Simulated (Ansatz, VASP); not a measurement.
# Two plane-wave programs on VSi2

```
V Si
1.0
     4.52175    0.00000    0.00000
    -2.26087    3.91595    0.00000
     0.00000    0.00000    6.32289
V Si
3 6
Cartesian
  2.2609 0.0000 0.0000
  1.1304 1.9580 4.2153
  -1.1304 1.9580 2.1076
  0.0000 1.2786 0.0000
  3.4145 0.6393 4.2153
  1.1536 3.2767 2.1076
  2.2609 2.6374 0.0000
  -1.1536 3.2767 4.2153
  1.1073 0.6393 2.1076
```

Alike in both runs: task single point; functional PBEsol; k mesh 12 × 12 × 6; occupations gaussian, width 0.1 eV; no spin polarisation.

```csv
,VASP,Ansatz
version,VASP 6.6.1,Ansatz 0.2.0
potentials or method,"VASP PAW PBE potentials, release 64 (V_sv, Si), cutoff 520 eV","scalar-relativistic, plane waves, PAW"
valence electrons in the cell,63,63
```

|  | VASP | Ansatz | Ansatz less VASP |
| --- | --- | --- | --- |
| gap on the k mesh at the Fermi level (eV) | none | none | - |
| pressure (GPa) | 0.3 | 0.0 | -0.25 |

VASP's potentials were made for PBE, not for PBEsol. A gap of «none» marks a metal or a gap that the smearing closes. With one functional, cell and mesh, what is left measures potentials, basis and numerics.
